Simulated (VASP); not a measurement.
# TiC3 in VASP: further runs

Runs on TiC3. Level: PBE. Tasks: single point.

Everything below comes from runs of VASP 6.6.1. Logs are shortened: lines on timing, memory, paths and dates and some standing lists are left out, and cuts for length are marked.

**1. The cell of the first run**

It takes space group Pm-3m (No. 221, cubic). Conventional cell: a = 3.204 Å, b = 3.204 Å, c = 3.204 Å, α = 90.00°, β = 90.00°, γ = 90.00°. Ti (site symmetry m-3m) has 12 C at 2.27 Å within 3.0 Å. Within 3.0 Å of C (site symmetry 4/mmm) lie 4 Ti at 2.27 Å and 8 C at 2.27 Å.

The cell was generated, and may not be a known phase.

**2. Single point, PBE**

The input, INCAR:

```
PREC = Accurate
ENCUT = 600
EDIFF = 1E-6
ISMEAR = 0
SIGMA = 0.2
LREAL = False
LASPH = True
NELM = 120
ALGO = Normal
ISIF = 2
LWAVE = False
LCHARG = True
GGA = PE
LELF = True
LVHAR = True
NBANDS = 20
GGA_COMPAT = False
```

The input, KPOINTS:

```
regular mesh
0
Gamma
  5 5 5
```

The input, POSCAR:

```
TiC3
1.0
    3.2043764745      0.0000000000      0.0000000000
    0.0000000000      3.2043764745      0.0000000000
    0.0000000000      0.0000000000      3.2043764745
Ti C
1 3
Direct
    0.0000000000      0.0000000000      0.0000000000
    0.5000000000      0.5000000000      0.0000000000
    0.5000000000      0.0000000000      0.5000000000
    0.0000000000      0.5000000000      0.5000000000
```

Potentials or basis: VASP PAW PBE potentials, release 64 (Ti_sv, C).

On the command line:

```
$ cat potpaw_PBE.64/Ti_sv/POTCAR potpaw_PBE.64/C/POTCAR > POTCAR
$ mpirun -np 1 vasp_std > vasp.out
```

OUTCAR:

```text
PREC = Accurate
   ENCUT = 600
   EDIFF = 1E-6
   ISMEAR = 0
   LREAL = False
   LASPH = True
   NELM = 120
   ISIF = 2
   GGA = PE

 ion  position               nearest neighbor table
   1  0.000  0.000  0.000-   2 2.27   3 2.27   4 2.27   3 2.27   4 2.27   2 2.27   4 2.27   4 2.27
                             2 2.27   3 2.27   3 2.27   2 2.27
   2  0.500  0.500  0.000-   1 2.27   1 2.27   1 2.27   1 2.27
   3  0.500  0.000  0.500-   1 2.27   1 2.27   1 2.27   1 2.27
   4  0.000  0.500  0.500-   1 2.27   1 2.27   1 2.27   1 2.27

  LATTYP: Found a simple cubic cell.
 ALAT       =     3.2043764745

  Lattice vectors:

 A1 = (   3.2043764745,   0.0000000000,   0.0000000000)
 A2 = (   0.0000000000,   3.2043764745,   0.0000000000)
 A3 = (   0.0000000000,   0.0000000000,   3.2043764745)

Analysis of symmetry for initial positions (statically):
=====================================================================
 Subroutine PRICEL returns:
 Original cell was already a primitive cell.

 Routine SETGRP: Setting up the symmetry group for a
 simple cubic supercell.

 Subroutine GETGRP returns: Found 48 space group operations
 (whereof 48 operations were pure point group operations)
 out of a pool of 48 trial point group operations.

The static configuration has the point symmetry O_h .

Analysis of symmetry for dynamics (positions and initial velocities):
=====================================================================
 Subroutine PRICEL returns:
 Original cell was already a primitive cell.

 Routine SETGRP: Setting up the symmetry group for a
 simple cubic supercell.

 Subroutine GETGRP returns: Found 48 space group operations
 (whereof 48 operations were pure point group operations)
 out of a pool of 48 trial point group operations.

The dynamic configuration has the point symmetry O_h .

 Subroutine INISYM returns: Found 48 space group operations
 (whereof 48 operations are pure point group operations),
 and found     1 'primitive' translations

----------------------------------------------------------------------------------------

                                     Primitive cell

  volume of cell :      32.9026

  direct lattice vectors                    reciprocal lattice vectors
[... 73 lines left out ...]
   LASPH  =      T    aspherical Exc in radial PAW
   ENCUT  =  600.0 eV  44.10 Ry    6.64 a.u.   6.40  6.40  6.40*2*pi/ulx,y,z
   NELM   =    120;   NELMIN=  2; NELMDL= -5     # of ELM steps
   EDIFF  = 0.1E-05   stopping-criterion for ELM
   LREAL  =      F    real-space projection
   EDIFFG = 0.1E-04   stopping-criterion for IOM
   NSW    =      0    number of steps for IOM
   IBRION =     -1    ionic relax: 0-MD 1-quasi-New 2-CG
   NFREE  =      0    steps in history (QN), initial steepest desc. (CG)
   ISIF   =      2    stress and relaxation
   ISYM   =      2    0-nonsym 1-usesym 2-fastsym
   POTIM  = 0.5000    time-step for ionic-motion
   TEBEG  =    0.0;   TEEND  =   0.0 temperature during run
   PSTRESS=    0.0 pullay stress
   NELECT =      24.0000    total number of electrons
   NUPDOWN=      -1.0000    fix difference up-down
   EMIN   =  10.00;   EMAX   =-10.00  energy-range for DOS
   EFERMI =   0.00;   METHOD = LEGACY
   ISMEAR =     0;   SIGMA  =   0.20  broadening in eV -4-tet -1-fermi 0-gaus
   EFERMI_NEDOS =   21; number of points for ismear=-14 and -15
   IALGO  =     38    algorithm
   IMIX   =      4    mixing-type and parameters
     AMIX     =   0.40;   BMIX     =  1.00
     AMIX_MAG =   1.60;   BMIX_MAG =  1.00
  volume/ion in A,a.u.               =       8.23        55.51
  Fermi-wavevector in a.u.,A,eV,Ry     =   1.473675  2.784842 29.548017  2.171718
  Thomas-Fermi vector in A             =   2.588539
   LORBIT       =      0    0 simple, 1 ext, 2 COOP (PROOUT), +10 PAW based schemes
   GGA     = PE    functional components
   LHFCALC =     F    Hartree Fock is set to
   AEXX    =    0.0000 exact exchange contribution
   IVDW    =     0    specifies the selected vdW correction
   LEPSILON=     F    determine dielectric tensor
   LRPA    =     F    only Hartree local field effects (RPA)
 non-spin polarized calculation
 Gauss-broadening in eV      SIGMA  =   0.20
  energy-cutoff  :      600.00
  volume of cell :       32.90
 maximum number of plane-waves:      1109
 NGX is ok and might be reduce to    28
   NGX = 13   NGY = 13   NGZ = 13

 number of electron      24.0000003 magnetization

 Free energy of the ion-electron system (eV)
  ---------------------------------------------------
  ext. energy  EPLUGINS =         0.00000000
  ---------------------------------------------------
  free energy    TOTEN  =       -27.96305824 eV

  energy without entropy =      -27.90331757  energy(sigma->0) =      -27.93318791

 E-fermi :  10.0283     XC(G=0): -13.0415

 val. band max:       10.0120471001   @ k =   0.4000   0.4000   0.0000
 cond. band min:      10.0290123433   @ k =   0.4000   0.2000   0.0000
 fundamental gap:      0.0169652432
 Fermi energy:        10.0283378534

 k-point     1 :       0.0000    0.0000    0.0000
  band No.  band energies     occupation
      1     -47.5430      2.00000
      2     -23.7662      2.00000
      3     -23.7662      2.00000
      4     -23.7662      2.00000
      5      -6.6487      2.00000
      6       2.3620      2.00000
[... 219 lines left out ...]
     19      14.8379      0.00000
     20      15.6007      0.00000

------------------------ aborting loop because EDIFF is reached ----------------------------------------

  FORCE on cell =-STRESS in cart. coord.  units (eV):
  Direction    XX          YY          ZZ          XY          YZ          ZX
  --------------------------------------------------------------------------------------
  -------------------------------------------------------------------------------------
  Total       -0.0350403     -0.0350403     -0.0350403      0.0000000     -0.0000000      0.0000000
  in kB       -1.7062683     -1.7062683     -1.7062683      0.0000000     -0.0000000      0.0000000
  external PRESSURE =      -1.7062683 kB  Pullay stress =       0.0000000 kB

 VOLUME and BASIS-vectors are now :
 -----------------------------------------------------------------------------
  energy-cutoff  :      600.00
  volume of cell :       32.90
      direct lattice vectors                 reciprocal lattice vectors
     3.204376475  0.000000000  0.000000000     0.312073194  0.000000000  0.000000000
     0.000000000  3.204376475  0.000000000     0.000000000  0.312073194  0.000000000
     0.000000000  0.000000000  3.204376475     0.000000000  0.000000000  0.312073194

 POSITION                                       TOTAL-FORCE (eV/Angst)
 -----------------------------------------------------------------------------------
      0.00000      0.00000      0.00000         0.000000      0.000000      0.000000
      1.60219      1.60219      0.00000         0.000000      0.000000      0.000000
      1.60219      0.00000      1.60219         0.000000      0.000000      0.000000
      0.00000      1.60219      1.60219         0.000000      0.000000      0.000000
 -----------------------------------------------------------------------------------
    total drift:                               -0.000000      0.000000      0.000000

  FREE ENERGIE OF THE ION-ELECTRON SYSTEM (eV)
  ---------------------------------------------------
  free  energy   TOTEN  =       -27.9630582430 eV

  energy  without entropy=      -27.9033175740  energy(sigma->0) =      -27.93318791
```

stdout:

```text
POSCAR found type information on POSCAR TiC
 POSCAR found :  2 types and       4 ions
 scaLAPACK will be used
 LDA part: xc-table for (Slater+PW92), standard interpolation
 POSCAR, INCAR and KPOINTS ok, starting setup
 FFT: planning ... GRIDC
 FFT: planning ... GRID_SOFT
 FFT: planning ... GRID
 WAVECAR not read
 entering main loop
```

It took 25 s on 1 thread of Intel Xeon 8259CL, shared host; peak memory 0.16 GiB.

Results:

| Property | Result |
| --- | --- |
| Free energy | -27.9631 eV |
| Pressure | -0.2 GPa |
| Band gap on the k mesh | zero (bands 12 and 13 overlap by 2.72 eV) |

Levels at points of the mesh, in eV from the Fermi level:
| k point | band 10 | band 11 | band 12 | band 13 | band 14 | band 15 |
| --- | --- | --- | --- | --- | --- | --- |
| (0.00, 0.00, 0.00) | -5.12 | 0.80 | 0.80 | 0.80 | 1.03 | 1.03 |

Caveat: the k points lie up to 0.39 Å⁻¹ apart, too coarse for converged energies and pressures of a metal.

**3. Single point, PBE**

The input, INCAR:

```
SYSTEM = TiC3
PREC = Accurate
ENCUT = 600
EDIFF = 1E-6
ISMEAR = 0
SIGMA = 0.2
LREAL = .FALSE.
LASPH = .TRUE.
NELM = 120
ALGO = Normal
ISIF = 2
LWAVE = .FALSE.
LCHARG = .TRUE.
GGA = PE
LELF = .TRUE.
LVHAR = .TRUE.
NBANDS = 20
GGA_COMPAT = .FALSE.
```

The input, KPOINTS:

```
regular mesh
0
G
  5 5 5
  0 0 0
```

The input, POSCAR:

```
TiC3
1.0
    2.3021265068      1.3291333584      1.7941616660
   -2.3021265068      1.3291333584      1.7941616660
    0.0000000000     -2.6582667168      1.7941616660
Ti C
1 3
Direct
    0.0000000000      0.0000000000      0.0000000000
    0.5000000000      0.0000000000      0.5000000000
    0.5000000000      0.5000000000      0.0000000000
    0.0000000000      0.5000000000      0.5000000000
```

Potentials or basis: VASP PAW PBE potentials, release 64 (Ti_sv, C).

On the command line:

```
$ cat potpaw_PBE.64/Ti_sv/POTCAR potpaw_PBE.64/C/POTCAR > POTCAR
$ mpirun -np 1 vasp_std > vasp.out
```

OUTCAR:

```text
SYSTEM = TiC3
   PREC = Accurate
   ENCUT = 600
   EDIFF = 1E-6
   ISMEAR = 0
   LREAL = .FALSE.
   LASPH = .TRUE.
   NELM = 120
   ISIF = 2
   GGA = PE

 ion  position               nearest neighbor table
   1  0.000  0.000  0.000-   3 2.23   3 2.23   4 2.23   4 2.23   2 2.23   2 2.23   2 2.30   2 2.30
                             4 2.30   4 2.30   3 2.30   3 2.30
   2  0.500  0.000  0.500-   1 2.23   1 2.23   1 2.30   1 2.30
   3  0.500  0.500  0.000-   1 2.23   1 2.23   1 2.30   1 2.30
   4  0.000  0.500  0.500-   1 2.23   1 2.23   1 2.30   1 2.30

  LATTYP: Found a trigonal (rhomboedric) cell.
 ALAT       =     3.2070855962
 COS(alpha) =    -0.0305457197

  Lattice vectors:

 A1 = (   2.3021265068,   1.3291333584,   1.7941616660)
 A2 = (  -2.3021265068,   1.3291333584,   1.7941616660)
 A3 = (   0.0000000000,  -2.6582667168,   1.7941616660)

Analysis of symmetry for initial positions (statically):
=====================================================================
 Subroutine PRICEL returns:
 Original cell was already a primitive cell.

 Routine SETGRP: Setting up the symmetry group for a
 trigonal (rhombohedral) supercell.

 Subroutine GETGRP returns: Found 12 space group operations
 (whereof 12 operations were pure point group operations)
 out of a pool of 12 trial point group operations.

The static configuration has the point symmetry D_3d.

Analysis of symmetry for dynamics (positions and initial velocities):
=====================================================================
 Subroutine PRICEL returns:
 Original cell was already a primitive cell.

 Routine SETGRP: Setting up the symmetry group for a
 trigonal (rhombohedral) supercell.

 Subroutine GETGRP returns: Found 12 space group operations
 (whereof 12 operations were pure point group operations)
 out of a pool of 12 trial point group operations.

[... 115 lines left out ...]
   IALGO  =     38    algorithm
   IMIX   =      4    mixing-type and parameters
     AMIX     =   0.40;   BMIX     =  1.00
     AMIX_MAG =   1.60;   BMIX_MAG =  1.00
  volume/ion in A,a.u.               =       8.23        55.57
  Fermi-wavevector in a.u.,A,eV,Ry     =   1.473132  2.783816 29.526254  2.170118
  Thomas-Fermi vector in A             =   2.588062
   LORBIT       =      0    0 simple, 1 ext, 2 COOP (PROOUT), +10 PAW based schemes
   GGA     = PE    functional components
   LHFCALC =     F    Hartree Fock is set to
   AEXX    =    0.0000 exact exchange contribution
   IVDW    =     0    specifies the selected vdW correction
   LEPSILON=     F    determine dielectric tensor
   LRPA    =     F    only Hartree local field effects (RPA)
 non-spin polarized calculation
 Gauss-broadening in eV      SIGMA  =   0.20
  energy-cutoff  :      600.00
  volume of cell :       32.94
 maximum number of plane-waves:      1123
 NGX is ok and might be reduce to    28
   NGX = 13   NGY = 13   NGZ = 13

 number of electron      24.0000006 magnetization

 Free energy of the ion-electron system (eV)
  ---------------------------------------------------
  ext. energy  EPLUGINS =         0.00000000
  ---------------------------------------------------
  free energy    TOTEN  =       -27.97447588 eV

  energy without entropy =      -27.93746217  energy(sigma->0) =      -27.95596902

 E-fermi :   9.9884     XC(G=0): -13.0335

 val. band max:        9.9768959512   @ k =  -0.4000   0.4000   0.0000
 cond. band min:      10.1367124946   @ k =  -0.2000   0.2000   0.2000
 fundamental gap:      0.1598165433
 Fermi energy:         9.9883941715

 k-point     1 :       0.0000    0.0000    0.0000
  band No.  band energies     occupation
      1     -47.5632      2.00000
      2     -23.8083      2.00000
      3     -23.8083      2.00000
      4     -23.7439      2.00000
      5      -6.6559      2.00000
      6       2.3514      2.00000
[... 426 lines left out ...]
     19      14.9210      0.00000
     20      15.4617      0.00000

------------------------ aborting loop because EDIFF is reached ----------------------------------------

  FORCE on cell =-STRESS in cart. coord.  units (eV):
  Direction    XX          YY          ZZ          XY          YZ          ZX
  --------------------------------------------------------------------------------------
  -------------------------------------------------------------------------------------
  Total       -0.0047724     -0.0047724     -0.0522744      0.0000000     -0.0000000      0.0000000
  in kB       -0.2321324     -0.2321324     -2.5426669      0.0000000     -0.0000000      0.0000000
  external PRESSURE =      -1.0023105 kB  Pullay stress =       0.0000000 kB

 VOLUME and BASIS-vectors are now :
 -----------------------------------------------------------------------------
  energy-cutoff  :      600.00
  volume of cell :       32.94
      direct lattice vectors                 reciprocal lattice vectors
     2.302126507  1.329133358  1.794161666     0.217190497  0.125394992  0.185787791
    -2.302126507  1.329133358  1.794161666    -0.217190497  0.125394992  0.185787791
     0.000000000 -2.658266717  1.794161666     0.000000000 -0.250789984  0.185787791

 POSITION                                       TOTAL-FORCE (eV/Angst)
 -----------------------------------------------------------------------------------
      0.00000      0.00000      0.00000         0.000000      0.000000     -0.000000
      1.15106     -0.66457      1.79416        -0.000000     -0.000000     -0.000000
      0.00000      1.32913      1.79416         0.000000     -0.000000      0.000000
     -1.15106     -0.66457      1.79416         0.000000     -0.000000      0.000000
 -----------------------------------------------------------------------------------
    total drift:                               -0.000000     -0.000000     -0.000000

  FREE ENERGIE OF THE ION-ELECTRON SYSTEM (eV)
  ---------------------------------------------------
  free  energy   TOTEN  =       -27.9744758751 eV

  energy  without entropy=      -27.9374621690  energy(sigma->0) =      -27.95596902
```

OSZICAR:

```text
N       E                     dE             d eps       ncg     rms          rms(c)
DAV:   1     0.206105217066E+03    0.20611E+03   -0.13053E+04   760   0.148E+03
DAV:   2    -0.135663359788E+02   -0.21967E+03   -0.21005E+03   820   0.386E+02
DAV:   3    -0.311388245940E+02   -0.17572E+02   -0.16864E+02  1044   0.959E+01
DAV:   4    -0.317787059440E+02   -0.63988E+00   -0.63574E+00  1136   0.171E+01
DAV:   5    -0.317922758169E+02   -0.13570E-01   -0.13566E-01   952   0.230E+00    0.177E+01
DAV:   6    -0.283440939634E+02    0.34482E+01   -0.15019E+01   936   0.451E+01    0.607E+00
DAV:   7    -0.280790261473E+02    0.26507E+00   -0.45506E+00  1088   0.192E+01    0.523E+00
DAV:   8    -0.281000792760E+02   -0.21053E-01   -0.14304E+00   988   0.120E+01    0.297E+00
DAV:   9    -0.279761118744E+02    0.12397E+00   -0.79393E-01  1084   0.819E+00    0.351E-01
DAV:  10    -0.279745995023E+02    0.15124E-02   -0.19529E-02   884   0.118E+00    0.156E-01
DAV:  11    -0.279746324258E+02   -0.32924E-04   -0.41624E-03  1196   0.502E-01    0.111E-01
DAV:  12    -0.279744786084E+02    0.15382E-03   -0.79873E-04   984   0.286E-01    0.144E-02
DAV:  13    -0.279744817514E+02   -0.31429E-05   -0.24505E-05   944   0.551E-02    0.172E-02
DAV:  14    -0.279744759194E+02    0.58320E-05   -0.20652E-05  1048   0.403E-02    0.316E-03
DAV:  15    -0.279744758751E+02    0.44296E-07   -0.56207E-07   524   0.655E-03
   1 F= -.27974476E+02 E0= -.27955969E+02  d E =-.370137E-01
```

It took 37 s on 1 thread of Intel Xeon 8259CL, shared host; peak memory 0.16 GiB.

Results:

* Free energy: -27.9745 eV
* Pressure: -0.1 GPa
* Band gap on the k mesh: zero (bands 12 and 13 overlap by 2.81 eV)

Caveat: the k points lie up to 0.39 Å⁻¹ apart, too coarse for converged energies and pressures of a metal.

**4. Single point, PBE**

This run uses another cell than the first one, of 16.63 Å³/atom.

INCAR is that of step 3.

KPOINTS is that of step 3.

The input, POSCAR:

```
TiC3
1.0
    4.0513516704      0.0000000000      0.0000000000
    0.0000000000      4.0513516704      0.0000000000
    0.0000000000      0.0000000000      4.0522925398
Ti C
1 3
Direct
    0.0000000000      0.0000000000      0.5000000000
    0.0000000000      0.0000000000      0.0000000000
    0.0000000000      0.5000000000      0.5000000000
    0.5000000000      0.0000000000      0.5000000000
```

On the command line:

```
$ cat potpaw_PBE.64/Ti_sv/POTCAR potpaw_PBE.64/C/POTCAR > POTCAR
$ mpirun -np 1 vasp_std > vasp.out
```

Run time: 39 s. Hardware: 1 thread of Intel Xeon 8259CL, shared host; peak memory 0.18 GiB.

It converged, with:

```yaml
Free_energy: -24.7626 eV
Pressure: -0.1 GPa
Band_gap_on_the_k_mesh: zero (bands 12 and 13 overlap by 3.53 eV)
```

Levels at points of the mesh, in eV from the Fermi level:
```csv
k point,band 10,band 11,band 12,band 13,band 14,band 15
"(0.00, 0.00, 0.00)",-1.16,1.72,1.72,1.72,2.75,2.75
```

**5. Overview**

| cell | gap on the mesh (eV) | pressure (GPa) |
| --- | --- | --- |
| a = 3.204 Å, 4 atoms, atomic positions A | none | -0.2 |
| a = 3.207 Å, angles 91.8°, 4 atoms, atomic positions A | none | -0.1 |
| a = 4.051, b = 4.051, c = 4.052 Å, 4 atoms, atomic positions B | none | -0.1 |

Alike in all rows: task single point; level PBE; potentials or basis VASP PAW PBE potentials, release 64 (Ti_sv, C); no spin polarisation; k mesh 5 × 5 × 5; cutoff (eV) 600; smearing gaussian 0.2 eV.

Caveats: some runs use coarse meshes.

Total energies depend on the potentials used, so only differences within one code and one set of settings carry meaning.

The gap in the log of VASP goes by the Fermi energy; the results here count the filled bands.